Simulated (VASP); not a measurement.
# ZrC (Fm-3m) in VASP: single point with PBE

Aim: the single point of ZrC with PBE.

All numbers are computed with VASP 6.6.1; they aren't measurements. Logs are shortened: lines on timing, memory, paths and dates and some standing lists are left out, and cuts for length are marked.

**1. The cell of the first run**

The structure is cubic, space group Fm-3m (No. 225). Conventional cell: a = 4.730 Å, b = 4.730 Å, c = 4.730 Å, α = 90.00°, β = 90.00°, γ = 90.00°. Zr (site symmetry m-3m) has 6 C at 2.37 Å within 3.1 Å. C (site symmetry m-3m) has 6 Zr at 2.37 Å within 3.1 Å.

**2. Single point, PBE, collinear spin**

File INCAR:

```
ALGO     = Normal         # electronic algorithm
EDIFF    = 1E-6           # SCF threshold, eV
ENCUT    = 520            # plane-wave cutoff, eV
GGA      = PE             # functional
ISIF     = 2              # what is computed and relaxed
ISMEAR   = -1             # smearing method
ISPIN    = 2              # spin polarisation
LASPH    = T              # aspherical terms in the spheres
LCHARG   = F              # write CHGCAR
LMAXMIX  = 4              # l up to which the mixer works
LORBIT   = 11             # projections on sites
LREAL    = F              # projectors in reciprocal space
LWAVE    = F              # write WAVECAR
MAGMOM   = 1.6 0          # initial moments
NBANDS   = 19             # bands
NELM     = 150            # most SCF steps
NUPDOWN  = 1.6            # fixed moment
PREC     = Accurate       # precision mode
SIGMA    = 0.05           # smearing width, eV
```

File KPOINTS:

```
k-points
0
Gamma
  12 12 12
```

File POSCAR:

```
ZrC
1.0
    0.0000000000      2.3650000000      2.3650000000
    2.3650000000      0.0000000000      2.3650000000
    2.3650000000      2.3650000000      0.0000000000
Zr C
1 1
Direct
    0.5000000000      0.5000000000      0.5000000000
    0.0000000000      0.0000000000      0.0000000000
```

Potentials or basis: VASP PAW PBE potentials, release 64 (Zr_sv, C).

The run is started by

```sh
cat potpaw_PBE.64/Zr_sv/POTCAR potpaw_PBE.64/C/POTCAR > POTCAR
mpirun -np 1 vasp_std > vasp.out
```

OUTCAR:

```text
EDIFF = 1E-6
   ENCUT = 520
   GGA = PE
   ISIF = 2
   ISMEAR = -1
   ISPIN = 2
   LASPH = T
   LORBIT = 11
   LREAL = F
   NELM = 150
   NUPDOWN = 1.6
   PREC = Accurate

 ion  position               nearest neighbor table
   1  0.500  0.500  0.500-   2 2.37   2 2.37   2 2.37   2 2.37   2 2.37   2 2.37
   2  0.000  0.000  0.000-   1 2.37   1 2.37   1 2.37   1 2.37   1 2.37   1 2.37

  LATTYP: Found a face centered cubic cell.
 ALAT       =     4.7300000000

  Lattice vectors:

 A1 = (   0.0000000000,   2.3650000000,   2.3650000000)
 A2 = (   2.3650000000,   0.0000000000,   2.3650000000)
 A3 = (   2.3650000000,   2.3650000000,   0.0000000000)

Analysis of symmetry for initial positions (statically):
=====================================================================
 Subroutine PRICEL returns:
 Original cell was already a primitive cell.

 Routine SETGRP: Setting up the symmetry group for a
 face centered cubic supercell.

 Subroutine GETGRP returns: Found 48 space group operations
 (whereof 48 operations were pure point group operations)
 out of a pool of 48 trial point group operations.

The static configuration has the point symmetry O_h .

Analysis of symmetry for dynamics (positions and initial velocities):
=====================================================================
 Subroutine PRICEL returns:
 Original cell was already a primitive cell.

 Routine SETGRP: Setting up the symmetry group for a
 face centered cubic supercell.

 Subroutine GETGRP returns: Found 48 space group operations
 (whereof 48 operations were pure point group operations)
 out of a pool of 48 trial point group operations.

The dynamic configuration has the point symmetry O_h .

Analysis of structural, dynamic, and magnetic symmetry:
=====================================================================
 Subroutine PRICEL returns:
 Original cell was already a primitive cell.

 Routine SETGRP: Setting up the symmetry group for a
 face centered cubic supercell.

 Subroutine GETGRP returns: Found 48 space group operations
 (whereof 48 operations were pure point group operations)
 out of a pool of 48 trial point group operations.

The overall configuration has the point symmetry O_h .

 Subroutine INISYM returns: Found 48 space group operations
 (whereof 48 operations are pure point group operations),
 and found     1 'primitive' translations

----------------------------------------------------------------------------------------

                                     Primitive cell

  volume of cell :      26.4560

  direct lattice vectors                    reciprocal lattice vectors
     0.000000000  2.365000000  2.365000000    -0.211416490  0.211416490  0.211416490
     2.365000000  0.000000000  2.365000000     0.211416490 -0.211416490  0.211416490
     2.365000000  2.365000000  0.000000000     0.211416490  0.211416490 -0.211416490

  length of vectors
     3.344615075  3.344615075  3.344615075     0.366184103  0.366184103  0.366184103

  position of ions in fractional coordinates (direct lattice)
     0.500000000  0.500000000  0.500000000
     0.000000000  0.000000000  0.000000000

  ion indices of the primitive-cell ions
   primitive index   ion index
                 1           1
                 2           2

----------------------------------------------------------------------------------------

 KPOINTS: k-points

Automatic generation of k-mesh.
 Grid dimensions read from file:
 generate k-points for:   12   12   12

 Generating k-lattice:

  Cartesian coordinates                     Fractional coordinates (reciprocal lattice)
    -0.017618041  0.017618041  0.017618041     0.083333333  0.000000000  0.000000000
     0.017618041 -0.017618041  0.017618041     0.000000000  0.083333333  0.000000000
     0.017618041  0.017618041 -0.017618041     0.000000000  0.000000000  0.083333333

  Length of vectors
     0.030515342  0.030515342  0.030515342

  Shift w.r.t. Gamma in fractional coordinates (k-lattice)
     0.000000000  0.000000000  0.000000000

 Subroutine IBZKPT returns following result:
 ===========================================

 Found     72 irreducible k-points:

 Following reciprocal coordinates:
            Coordinates               Weight
  0.000000  0.000000  0.000000      1.000000
  0.083333  0.000000  0.000000      8.000000
  0.166667  0.000000  0.000000      8.000000
  0.250000  0.000000  0.000000      8.000000
  0.333333  0.000000  0.000000      8.000000
  0.416667  0.000000  0.000000      8.000000
[... 16 lines left out ...]
  0.500000  0.166667  0.000000     24.000000
 -0.416667  0.166667  0.000000     24.000000
 [... further k-points ...]
   k-points           NKPTS =     72   k-points in BZ     NKDIM =     72   number of bands    NBANDS=     19
   number of dos      NEDOS =    301   number of ions     NIONS =      2
   total plane-waves  NPLWV =  21952
   dimension x,y,z NGX =    28 NGY =   28 NGZ =   28
   dimension x,y,z NGXF=    56 NGYF=   56 NGZF=   56
   ions per type =               1   1
   NGX,Y,Z   is equivalent  to a cutoff of  13.92, 13.92, 13.92 a.u.
   NGXF,Y,Z  is equivalent  to a cutoff of  27.84, 27.84, 27.84 a.u.
 SYSTEM =  unknown system
   PREC   = accura    normal or accurate (medium, high low for compatibility)
   ISTART =      0    job   : 0-new  1-cont  2-samecut
   ICHARG =      2    charge: 1-file 2-atom 10-const
   ISPIN  =      2    spin polarized calculation?
   LNONCOLLINEAR =      F non collinear calculations
   LSORBIT =      F    spin-orbit coupling
   LASPH  =      T    aspherical Exc in radial PAW
   ENCUT  =  520.0 eV  38.22 Ry    6.18 a.u.   6.22  6.22  6.22*2*pi/ulx,y,z
   NELM   =    150;   NELMIN=  2; NELMDL= -5     # of ELM steps
   EDIFF  = 0.1E-05   stopping-criterion for ELM
   LREAL  =      F    real-space projection
   EDIFFG = 0.1E-04   stopping-criterion for IOM
   NSW    =      0    number of steps for IOM
   IBRION =     -1    ionic relax: 0-MD 1-quasi-New 2-CG
   NFREE  =      0    steps in history (QN), initial steepest desc. (CG)
   ISIF   =      2    stress and relaxation
   ISYM   =      2    0-nonsym 1-usesym 2-fastsym
   POTIM  = 0.5000    time-step for ionic-motion
   TEBEG  =    0.0;   TEEND  =   0.0 temperature during run
   PSTRESS=    0.0 pullay stress
   NELECT =      16.0000    total number of electrons
   NUPDOWN=       1.6000    fix difference up-down
   EMIN   =  10.00;   EMAX   =-10.00  energy-range for DOS
   EFERMI =   0.00;   METHOD = LEGACY
   ISMEAR =    -1;   SIGMA  =   0.05  broadening in eV -4-tet -1-fermi 0-gaus
   EFERMI_NEDOS =   21; number of points for ismear=-14 and -15
   IALGO  =     38    algorithm
   IMIX   =      4    mixing-type and parameters
     AMIX     =   0.40;   BMIX     =  1.00
     AMIX_MAG =   1.60;   BMIX_MAG =  1.00
  volume/ion in A,a.u.               =      13.23        89.27
  Fermi-wavevector in a.u.,A,eV,Ry     =   1.384439  2.616209 26.077880  1.916670
  Thomas-Fermi vector in A             =   2.508943
   LORBIT       =     11    0 simple, 1 ext, 2 COOP (PROOUT), +10 PAW based schemes
   GGA     = PE    functional components
   LHFCALC =     F    Hartree Fock is set to
   AEXX    =    0.0000 exact exchange contribution
   IVDW    =     0    specifies the selected vdW correction
   LEPSILON=     F    determine dielectric tensor
   LRPA    =     F    only Hartree local field effects (RPA)
 spin polarized calculation
  energy-cutoff  :      520.00
  volume of cell :       26.46
 maximum number of plane-waves:       725
 NGX is ok and might be reduce to    28
   NGX = 13   NGY = 13   NGZ = 13

 number of electron      16.0000000 magnetization       1.6000000

 Free energy of the ion-electron system (eV)
  ---------------------------------------------------
  ext. energy  EPLUGINS =         0.00000000
  ---------------------------------------------------
  free energy    TOTEN  =       -17.43831515 eV

  energy without entropy =      -17.42426570  energy(sigma->0) =      -17.43129042

 E-fermi :   7.8183     XC(G=0): -12.0207

 val. band max:       11.7593351930   @ k =   0.5000   0.1667   0.0000
 cond. band min:       7.8365179176   @ k =   0.3333   0.0833   0.0000
 fundamental gap:     -3.9228172754
 Fermi energy:        11.7828649439

 spin component 1

 k-point     1 :       0.0000    0.0000    0.0000
  band No.  band energies     occupation
      1     -38.6763      1.00000
      2     -16.4547      1.00000
      3     -16.4547      1.00000
      4     -16.4547      1.00000
      5      -2.4254      1.00000
      6       9.6444      1.00000
[... 11 lines left out ...]
     18      31.2287      0.00000
     19      34.0535      0.00000

 k-point     2 :       0.0833    0.0000    0.0000
  band No.  band energies     occupation
      1     -38.6698      1.00000
      2     -16.5151      1.00000
      3     -16.4599      1.00000
      4     -16.4599      1.00000
      5      -2.2730      1.00000
      6       8.7677      1.00000
[... 11 lines left out ...]
     18      30.4440      0.00000
     19      34.0788      0.00000

 k-point     3 :       0.1667    0.0000    0.0000
  band No.  band energies     occupation
      1     -38.6522      1.00000
      2     -16.6767      1.00000
      3     -16.4741      1.00000
      4     -16.4741      1.00000
      5      -1.8432      1.00000
      6       7.4819      1.00000
[... 434 lines left out ...]
      1     -38.5713      1.00000
      2     -17.1969      1.00000
      3     -16.6547      1.00000
      4     -16.5824      1.00000
      5      -0.0341      1.00000
      6       4.5024      1.00000
[... 11 lines left out ...]
     18      30.2639      0.00000
     19      31.2090      0.00000

 k-point    24 :      -0.4167    0.1667    0.0000
  band No.  band energies     occupation
      1     -38.5697      1.00000
      2     -17.2057      1.00000
      3     -16.6831      1.00000
      4     -16.5620      1.00000
      5       0.0960      1.00000
      6       4.3340      1.00000
[... 11 lines left out ...]
     18      30.3207      0.00000
     19      30.4964      0.00000

 [... further k-points ...]

 spin component 2

 k-point     1 :       0.0000    0.0000    0.0000
  band No.  band energies     occupation
      1     -38.3211      1.00000
      2     -16.0398      1.00000
      3     -16.0398      1.00000
      4     -16.0398      1.00000
      5      -1.5111      1.00000
      6      10.6104      0.00000
[... 11 lines left out ...]
     18      31.9243      0.00000
     19      34.8632      0.00000

 k-point     2 :       0.0833    0.0000    0.0000
  band No.  band energies     occupation
      1     -38.3149      1.00000
      2     -16.0974      1.00000
      3     -16.0449      1.00000
      4     -16.0449      1.00000
      5      -1.3592      1.00000
      6       9.6600      0.00000
[... 11 lines left out ...]
     18      31.1587      0.00000
     19      34.8417      0.00000

 k-point     3 :       0.1667    0.0000    0.0000
  band No.  band energies     occupation
      1     -38.2980      1.00000
      2     -16.2513      1.00000
      3     -16.0585      1.00000
      4     -16.0585      1.00000
      5      -0.9297      1.00000
      6       8.3657      0.00002
[... 434 lines left out ...]
      1     -38.2204      1.00000
      2     -16.7493      1.00000
      3     -16.2313      1.00000
      4     -16.1624      1.00000
      5       0.8966      1.00000
      6       5.3534      1.00000
[... 11 lines left out ...]
     18      31.0218      0.00000
     19      32.0465      0.00000

 k-point    24 :      -0.4167    0.1667    0.0000
  band No.  band energies     occupation
      1     -38.2188      1.00000
      2     -16.7576      1.00000
      3     -16.2586      1.00000
      4     -16.1429      1.00000
      5       1.0295      1.00000
      6       5.1829      1.00000
[... 11 lines left out ...]
     18      31.0670      0.00000
     19      31.2734      0.00000

 [... further k-points ...]
[... 5 lines left out ...]
  --------------------------------------------------------------------------------------
  -------------------------------------------------------------------------------------
  Total        1.2620714      1.2620714      1.2620714     -0.0000000     -0.0000000     -0.0000000
  in kB       76.4312692     76.4312692     76.4312692     -0.0000000     -0.0000000     -0.0000000
  external PRESSURE =      76.4312692 kB  Pullay stress =       0.0000000 kB

 VOLUME and BASIS-vectors are now :
 -----------------------------------------------------------------------------
  energy-cutoff  :      520.00
  volume of cell :       26.46
      direct lattice vectors                 reciprocal lattice vectors
     0.000000000  2.365000000  2.365000000    -0.211416490  0.211416490  0.211416490
     2.365000000  0.000000000  2.365000000     0.211416490 -0.211416490  0.211416490
     2.365000000  2.365000000  0.000000000     0.211416490  0.211416490 -0.211416490

 POSITION                                       TOTAL-FORCE (eV/Angst)
 -----------------------------------------------------------------------------------
      2.36500      2.36500      2.36500        -0.000000     -0.000000     -0.000000
      0.00000      0.00000      0.00000         0.000000      0.000000      0.000000
 -----------------------------------------------------------------------------------
    total drift:                                0.000000      0.000000      0.000000

  FREE ENERGIE OF THE ION-ELECTRON SYSTEM (eV)
  ---------------------------------------------------
  free  energy   TOTEN  =       -17.4383151486 eV

  energy  without entropy=      -17.4242656971  energy(sigma->0) =      -17.43129042

 total charge

# of ion       s       p       d       tot
------------------------------------------
    1        2.172   6.022   1.680   9.874
    2        0.897   1.439   0.000   2.336
--------------------------------------------------
tot          3.069   7.461   1.680  12.210

 magnetization (x)

# of ion       s       p       d       tot
------------------------------------------
    1        0.006   0.024   0.546   0.577
    2        0.017   0.370   0.000   0.386
--------------------------------------------------
tot          0.023   0.394   0.546   0.963
```

Wall time 2.5 min (1 thread of AMD EPYC 7R13, shared host); peak memory 0.18 GiB.

What came out:

```yaml
Free_energy: -17.4383 eV
Pressure: 7.6 GPa
Net_moment: 1.60 μB per cell
Site_moments: Zr +0.58; C +0.39 μB
Valence_electrons_inside_the_program's_atomic_spheres: Zr 9.87; C 2.34
```

Caveat: the cell stands under pressure; the total moment is fixed, so each spin has its own Fermi level.
